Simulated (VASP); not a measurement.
# NbInS4 (P-3m1) in VASP: a series of runs

Runs on NbInS4. Level: PBE. Tasks: single point.

Everything below comes from runs of VASP 6.6.1. Logs are shortened: lines on timing, memory, paths and dates and some standing lists are left out, and cuts for length are marked.

### 1 The cell of the first run

Symmetry: P-3m1, No. 164, trigonal system. The conventional cell has a = 3.511 Å, b = 3.511 Å, c = 12.514 Å, α = 90.00°, β = 90.00°, γ = 120.00°. Nb (site symmetry -3m) has 6 S at 2.51 Å within 3.3 Å. In (site symmetry -3m) has 6 S at 2.60 Å and 6 In at 3.51 Å within 3.6 Å. S (site symmetry 3m) has 3 In at 2.60 Å and 6 S at 3.51 Å within 3.6 Å. S (site symmetry 3m) has 3 Nb at 2.51 Å within 3.3 Å.

The cell was generated, and may not be a known phase.

### 2 Single point, PBE, collinear spin, zero start

Contents of INCAR:

```
SYSTEM = NbInS4
ALGO     = Normal         ! electronic algorithm
EDIFF    = 1E-7           ! SCF threshold, eV
ENCUT    = 520            ! plane-wave cutoff, eV
GGA      = PE             ! functional
ISIF     = 2              ! what is computed and relaxed
ISMEAR   = 0              ! smearing method
ISPIN    = 2              ! spin polarisation
LASPH    = .True.         ! aspherical terms in the spheres
LCHARG   = .False.        ! write CHGCAR
LMAXMIX  = 4              ! l up to which the mixer works
LORBIT   = 11             ! projections on sites
LREAL    = .False.        ! projectors in reciprocal space
LWAVE    = .False.        ! write WAVECAR
MAGMOM   = 0 0 0 0 0 0    ! initial moments
NBANDS   = 38             ! bands
NELM     = 150            ! most SCF steps
PREC     = Accurate       ! precision mode
SIGMA    = 0.1            ! smearing width, eV
```

Contents of KPOINTS:

```
k-points
0
Gamma
  6 6 2
  0 0 0
```

Contents of POSCAR:

```
NbInS4
1.0
    3.5105599710      0.0000000024      0.0000000000
   -1.7552799876      3.0402341152      0.0000000000
    0.0000000000      0.0000000000     12.5139104506
Nb In S
1 1 4
Direct
    0.0000000000      0.0000000000      0.0000000000
    0.0000000000      0.0000000000      0.5000000000
    0.6666666667      0.3333333333      0.6295042852
    0.6666666667      0.3333333333      0.1176866393
    0.3333333333      0.6666666667      0.8823133607
    0.3333333333      0.6666666667      0.3704957148
```

Potentials or basis: VASP PAW PBE potentials, release 64 (Nb_sv, In_d, S).

On the command line:

```sh
cat potpaw_PBE.64/Nb_sv/POTCAR potpaw_PBE.64/In_d/POTCAR potpaw_PBE.64/S/POTCAR > POTCAR
mpirun -np 1 vasp_std > vasp.out
```

OUTCAR:

```text
SYSTEM = NbInS4
   EDIFF = 1E-7
   ENCUT = 520
   GGA = PE
   ISIF = 2
   ISMEAR = 0
   ISPIN = 2
   LASPH = .True.
   LORBIT = 11
   LREAL = .False.
   NELM = 150
   PREC = Accurate

 ion  position               nearest neighbor table
   1  0.000  0.000  0.000-   4 2.51   5 2.51   4 2.51   5 2.51   4 2.51   5 2.51
   2  0.000  0.000  0.500-   3 2.60   6 2.60   3 2.60   6 2.60   3 2.60   6 2.60
   3  0.667  0.333  0.630-   2 2.60   2 2.60   2 2.60
   4  0.667  0.333  0.118-   1 2.51   1 2.51   1 2.51
   5  0.333  0.667  0.882-   1 2.51   1 2.51   1 2.51
   6  0.333  0.667  0.370-   2 2.60   2 2.60   2 2.60

  LATTYP: Found a hexagonal cell.
 ALAT       =     3.5105599710
 C/A-ratio  =     3.5646479633

  Lattice vectors:

 A1 = (   3.5105599710,   0.0000000024,   0.0000000000)
 A2 = (  -1.7552799876,   3.0402341152,   0.0000000000)
 A3 = (   0.0000000000,   0.0000000000,  12.5139104506)

Analysis of symmetry for initial positions (statically):
=====================================================================
 Subroutine PRICEL returns:
 Original cell was already a primitive cell.

 Routine SETGRP: Setting up the symmetry group for a
 hexagonal supercell.

 Subroutine GETGRP returns: Found 12 space group operations
 (whereof 12 operations were pure point group operations)
 out of a pool of 24 trial point group operations.

The static configuration has the point symmetry D_3d.

Analysis of symmetry for dynamics (positions and initial velocities):
=====================================================================
 Subroutine PRICEL returns:
 Original cell was already a primitive cell.

 Routine SETGRP: Setting up the symmetry group for a
 hexagonal supercell.

 Subroutine GETGRP returns: Found 12 space group operations
 (whereof 12 operations were pure point group operations)
 out of a pool of 24 trial point group operations.

The dynamic configuration has the point symmetry D_3d.

Analysis of structural, dynamic, and magnetic symmetry:
=====================================================================
 Subroutine PRICEL returns:
 Original cell was already a primitive cell.

 Routine SETGRP: Setting up the symmetry group for a
 hexagonal supercell.

 Subroutine GETGRP returns: Found 12 space group operations
 (whereof 12 operations were pure point group operations)
 out of a pool of 24 trial point group operations.

The overall configuration has the point symmetry D_3d.

 Subroutine INISYM returns: Found 12 space group operations
 (whereof 12 operations are pure point group operations),
 and found     1 'primitive' translations

----------------------------------------------------------------------------------------

                                     Primitive cell

  volume of cell :     133.5600

  direct lattice vectors                    reciprocal lattice vectors
     3.510559971  0.000000002  0.000000000     0.284854840  0.164461019  0.000000000
    -1.755279988  3.040234115  0.000000000    -0.000000000  0.328922037  0.000000000
     0.000000000  0.000000000 12.513910451     0.000000000  0.000000000  0.079911072

  length of vectors
     3.510559971  3.510559971 12.513910451     0.328922037  0.328922037  0.079911072

  position of ions in fractional coordinates (direct lattice)
     0.000000000  0.000000000  0.000000000
     0.000000000  0.000000000  0.500000000
     0.666666667  0.333333333  0.629504285
     0.666666667  0.333333333  0.117686639
     0.333333333  0.666666667  0.882313361
     0.333333333  0.666666667  0.370495715

  ion indices of the primitive-cell ions
   primitive index   ion index
                 1           1
                 2           2
                 3           3
                 4           4
                 5           5
                 6           6

----------------------------------------------------------------------------------------

 KPOINTS: k-points

[... 32 lines left out ...]
  0.166667  0.000000  0.500000      6.000000
  0.333333  0.000000  0.500000      6.000000
  0.500000  0.000000  0.500000      3.000000
  0.166667  0.166667  0.500000      6.000000
  0.333333  0.166667  0.500000     12.000000
  0.333333  0.333333  0.500000      2.000000
   k-points           NKPTS =     14   k-points in BZ     NKDIM =     14   number of bands    NBANDS=     38
   number of dos      NEDOS =    301   number of ions     NIONS =      6
   total plane-waves  NPLWV =  75264
   dimension x,y,z NGX =    28 NGY =   28 NGZ =   96
   dimension x,y,z NGXF=    56 NGYF=   56 NGZF=  192
   ions per type =               1   1   4
   NGX,Y,Z   is equivalent  to a cutoff of  13.26, 13.26, 12.75 a.u.
   NGXF,Y,Z  is equivalent  to a cutoff of  26.52, 26.52, 25.51 a.u.
 SYSTEM =  NbInS4
   PREC   = accura    normal or accurate (medium, high low for compatibility)
   ISTART =      0    job   : 0-new  1-cont  2-samecut
   ICHARG =      2    charge: 1-file 2-atom 10-const
   ISPIN  =      2    spin polarized calculation?
   LNONCOLLINEAR =      F non collinear calculations
   LSORBIT =      F    spin-orbit coupling
   LASPH  =      T    aspherical Exc in radial PAW
   ENCUT  =  520.0 eV  38.22 Ry    6.18 a.u.   6.53  6.53 23.27*2*pi/ulx,y,z
   NELM   =    150;   NELMIN=  2; NELMDL= -5     # of ELM steps
   EDIFF  = 0.1E-06   stopping-criterion for ELM
   LREAL  =      F    real-space projection
   EDIFFG = 0.1E-05   stopping-criterion for IOM
   NSW    =      0    number of steps for IOM
   IBRION =     -1    ionic relax: 0-MD 1-quasi-New 2-CG
   NFREE  =      0    steps in history (QN), initial steepest desc. (CG)
   ISIF   =      2    stress and relaxation
   ISYM   =      2    0-nonsym 1-usesym 2-fastsym
   POTIM  = 0.5000    time-step for ionic-motion
   TEBEG  =    0.0;   TEEND  =   0.0 temperature during run
   PSTRESS=    0.0 pullay stress
   NELECT =      50.0000    total number of electrons
   NUPDOWN=      -1.0000    fix difference up-down
   EMIN   =  10.00;   EMAX   =-10.00  energy-range for DOS
   EFERMI =   0.00;   METHOD = LEGACY
   ISMEAR =     0;   SIGMA  =   0.10  broadening in eV -4-tet -1-fermi 0-gaus
   EFERMI_NEDOS =   21; number of points for ismear=-14 and -15
   IALGO  =     38    algorithm
   IMIX   =      4    mixing-type and parameters
     AMIX     =   0.40;   BMIX     =  1.00
     AMIX_MAG =   1.60;   BMIX_MAG =  1.00
  volume/ion in A,a.u.               =      22.26       150.22
  Fermi-wavevector in a.u.,A,eV,Ry     =   1.179884  2.229658 18.941030  1.392126
  Thomas-Fermi vector in A             =   2.316187
   LORBIT       =     11    0 simple, 1 ext, 2 COOP (PROOUT), +10 PAW based schemes
   GGA     = PE    functional components
   LHFCALC =     F    Hartree Fock is set to
   AEXX    =    0.0000 exact exchange contribution
   IVDW    =     0    specifies the selected vdW correction
   LEPSILON=     F    determine dielectric tensor
   LRPA    =     F    only Hartree local field effects (RPA)
 spin polarized calculation
 Gauss-broadening in eV      SIGMA  =   0.10
  energy-cutoff  :      520.00
  volume of cell :      133.56
 maximum number of plane-waves:      3658
 NGX is ok and might be reduce to    28
   NGX = 13   NGY = 13   NGZ = 47

 number of electron      49.9999990 magnetization      -0.0000244

 number of electron      49.9999990 magnetization       0.0000104

 Free energy of the ion-electron system (eV)
  ---------------------------------------------------
  ext. energy  EPLUGINS =         0.00000000
  ---------------------------------------------------
  free energy    TOTEN  =       -32.58941127 eV

  energy without entropy =      -32.56945783  energy(sigma->0) =      -32.57943455

 E-fermi :   4.8697     XC(G=0):  -9.6592

 val. band max:        4.8399819625   @ k =   0.1667   0.0000   0.5000
 cond. band min:       4.9256592422   @ k =   0.3333   0.0000   0.0000
 fundamental gap:      0.0856772797
 Fermi energy:         4.8696553443

 spin component 1

 k-point     1 :       0.0000    0.0000    0.0000
  band No.  band energies     occupation
      1     -51.1014      1.00000
      2     -27.0835      1.00000
      3     -27.0706      1.00000
      4     -27.0706      1.00000
      5      -8.9278      1.00000
      6      -8.8469      1.00000
[... 549 lines left out ...]
     36      13.1053      0.00000
     37      13.4389      0.00000
 Fermi energy:         4.8696553443

 spin component 2

 k-point     1 :       0.0000    0.0000    0.0000
  band No.  band energies     occupation
      1     -51.1014      1.00000
      2     -27.0836      1.00000
      3     -27.0706      1.00000
      4     -27.0706      1.00000
      5      -8.9279      1.00000
      6      -8.8469      1.00000
[... 549 lines left out ...]
     36      13.1053      0.00000
     37      13.4389      0.00000
 [bands above 37 left out]

------------------------ aborting loop because EDIFF is reached ----------------------------------------

  FORCE on cell =-STRESS in cart. coord.  units (eV):
  Direction    XX          YY          ZZ          XY          YZ          ZX
  --------------------------------------------------------------------------------------
  -------------------------------------------------------------------------------------
  Total       -0.1877824     -0.1877824      0.1593954      0.0000000      0.0000000     -0.0000000
  in kB       -2.2526260     -2.2526260      1.9120969      0.0000000      0.0000000     -0.0000000
  external PRESSURE =      -0.8643850 kB  Pullay stress =       0.0000000 kB

 VOLUME and BASIS-vectors are now :
 -----------------------------------------------------------------------------
  energy-cutoff  :      520.00
  volume of cell :      133.56
      direct lattice vectors                 reciprocal lattice vectors
     3.510559971  0.000000002  0.000000000     0.284854840  0.164461019  0.000000000
    -1.755279988  3.040234115  0.000000000    -0.000000000  0.328922037  0.000000000
     0.000000000  0.000000000 12.513910451     0.000000000  0.000000000  0.079911072

 POSITION                                       TOTAL-FORCE (eV/Angst)
 -----------------------------------------------------------------------------------
      0.00000      0.00000      0.00000        -0.000000     -0.000000      0.000000
      0.00000      0.00000      6.25696        -0.000000     -0.000000      0.000000
      1.75528      1.01341      7.87756         0.000000     -0.000000      0.011220
      1.75528      1.01341      1.47272         0.000000     -0.000000     -0.028929
     -0.00000      2.02682     11.04119        -0.000000      0.000000      0.028929
     -0.00000      2.02682      4.63635        -0.000000      0.000000     -0.011220
 -----------------------------------------------------------------------------------
    total drift:                               -0.000000     -0.000000      0.000000

  FREE ENERGIE OF THE ION-ELECTRON SYSTEM (eV)
  ---------------------------------------------------
  free  energy   TOTEN  =       -32.5894112676 eV

  energy  without entropy=      -32.5694578348  energy(sigma->0) =      -32.57943455

 total charge

# of ion       s       p       d       tot
------------------------------------------
    1        2.166   6.035   2.249  10.450
    2        0.744   0.693   9.961  11.397
    3        1.374   2.287   0.000   3.661
    4        1.359   2.341   0.000   3.700
    5        1.359   2.341   0.000   3.700
    6        1.374   2.287   0.000   3.661
--------------------------------------------------
tot          8.375  15.984  12.209  36.569

 magnetization (x)

# of ion       s       p       d       tot
------------------------------------------
    1        0.000  -0.000  -0.000  -0.000
    2       -0.000  -0.000   0.000  -0.000
    3        0.000   0.000   0.000   0.000
    4        0.000   0.000   0.000   0.000
    5        0.000   0.000   0.000   0.000
    6        0.000   0.000   0.000   0.000
--------------------------------------------------
tot          0.000   0.000  -0.000   0.000
```

Wall time 2.8 min (1 thread of Intel Xeon Platinum 8488C (Sapphire Rapids), shared host); peak memory 0.36 GiB.

What came out:

```
Free energy                                           : -32.5894 eV
Pressure                                              : -0.1 GPa
Largest force                                         : 0.029 eV/Å
Band gap on the k mesh                                : zero (filled and empty bands overlap)
Net moment                                            : 0.00 μB per cell
Valence electrons inside the program's atomic spheres : Nb 10.45; In 11.40; S 3.66, 3.70 (each value once)
```

Forces in eV/Å, atoms in the order of the input:
```
Nb   0.000  0.000  0.000
In   0.000  0.000  0.000
S    0.000  0.000  0.011
S    0.000  0.000 -0.029
S    0.000  0.000  0.029
S    0.000  0.000 -0.011
```

Levels at points of the mesh, in eV from the Fermi level:
Spin up:
| k point | band 22 | band 23 | band 24 | band 25 | band 26 | band 27 | band 28 | band 29 |
| --- | --- | --- | --- | --- | --- | --- | --- | --- |
| (0.00, 0.00, 0.00) | -0.18 | -0.18 | 0.09 | 0.09 | 0.44 | 0.44 | 0.77 | 3.70 |
| (0.50, 0.00, 0.00) | -1.86 | -1.38 | -0.86 | -0.56 | -0.07 | 1.41 | 1.96 | 2.60 |
| (0.00, 0.00, 0.50) | -0.18 | -0.18 | 0.09 | 0.09 | 0.45 | 0.45 | 0.91 | 3.70 |
| (0.50, 0.00, 0.50) | -1.85 | -1.39 | -0.70 | -0.62 | -0.06 | 1.41 | 1.96 | 2.61 |
Spin down:
```csv
k point,band 23,band 24,band 25,band 26,band 27,band 28
"(0.00, 0.00, 0.00)",-0.18,0.09,0.09,0.44,0.44,0.77
"(0.50, 0.00, 0.00)",-1.38,-0.86,-0.56,-0.07,1.41,1.96
"(0.00, 0.00, 0.50)",-0.18,0.09,0.09,0.45,0.45,0.91
"(0.50, 0.00, 0.50)",-1.39,-0.70,-0.62,-0.06,1.41,1.96
```

Caveat: spin-orbit coupling is left out, which moves the levels of the heavy elements; this functional lacks dispersion, which binds layers or chains, so the pressure and a relaxed spacing across them are unreliable.

### 3 Single point, PBE

This run uses another cell than the first one, of 22.75 Å³/atom.

Contents of INCAR:

```
ALGO     = Normal         # electronic algorithm
EDIFF    = 1E-6           # SCF threshold, eV
ENCUT    = 520            # plane-wave cutoff, eV
GGA      = PE             # functional
ISIF     = 2              # what is computed and relaxed
ISMEAR   = 0              # smearing method
LASPH    = T              # aspherical terms in the spheres
LCHARG   = F              # write CHGCAR
LREAL    = F              # projectors in reciprocal space
LWAVE    = F              # write WAVECAR
NBANDS   = 34             # bands
NELM     = 100            # most SCF steps
PREC     = Accurate       # precision mode
SIGMA    = 0.1            # smearing width, eV
```

Contents of KPOINTS:

```
k-points
0
Gamma
  12 12 4
```

Contents of POSCAR:

```
NbInS4
1.0
    3.4944665164      0.0000000000      0.0000000000
   -1.7472332582      3.0262967759      0.0000000000
    0.0000000000      0.0000000000     12.9090997316
Nb In S
1 1 4
Direct
    0.0000000000      0.0000000000      0.0000000000
    0.0000000000      0.0000000000      0.5000000000
    0.6666666667      0.3333333333      0.6268738838
    0.6666666667      0.3333333333      0.1153327382
    0.3333333333      0.6666666667      0.8846672618
    0.3333333333      0.6666666667      0.3731261162
```

Potentials or basis: VASP PAW PBE potentials, release 64 (Nb_sv, In_d, S).

On the command line:

```sh
cat potpaw_PBE.64/Nb_sv/POTCAR potpaw_PBE.64/In_d/POTCAR potpaw_PBE.64/S/POTCAR > POTCAR
mpirun -np 1 vasp_std > vasp.out
```

Wall time 4.8 min (1 thread of Intel Xeon Platinum 8488C (Sapphire Rapids), shared host); peak memory 0.46 GiB.

It converged, with:

```yaml
Free_energy: -32.5211 eV
Pressure: -0.2 GPa
Largest_force: 0.024 eV/Å
Band_gap_on_the_k_mesh: zero (bands 25 and 26 overlap by 0.50 eV)
```

Forces in eV/Å, atoms in the order of the input:
```
Nb   0.000  0.000  0.000
In   0.000  0.000  0.000
S    0.000  0.000 -0.004
S    0.000  0.000 -0.024
S    0.000  0.000  0.024
S    0.000  0.000  0.004
```

Levels at points of the mesh, in eV from the Fermi level:
```tsv
k point	band 23	band 24	band 25	band 26	band 27	band 28
(0.00, 0.00, 0.00)	-0.15	0.15	0.15	0.50	0.50	0.72
(0.50, 0.00, 0.00)	-1.32	-0.86	-0.60	-0.04	1.47	2.04
(0.00, 0.00, 0.50)	-0.15	0.15	0.15	0.50	0.50	0.83
(0.50, 0.00, 0.50)	-1.33	-0.73	-0.66	-0.04	1.47	2.05
```

Caveat: spin-orbit coupling is left out, which moves the levels of the heavy elements; this functional lacks dispersion, which binds layers or chains, so the pressure and a relaxed spacing across them are unreliable.

(Continued in part 2 of 2.)

The gap in the log of VASP goes by the Fermi energy; the results here count the filled bands.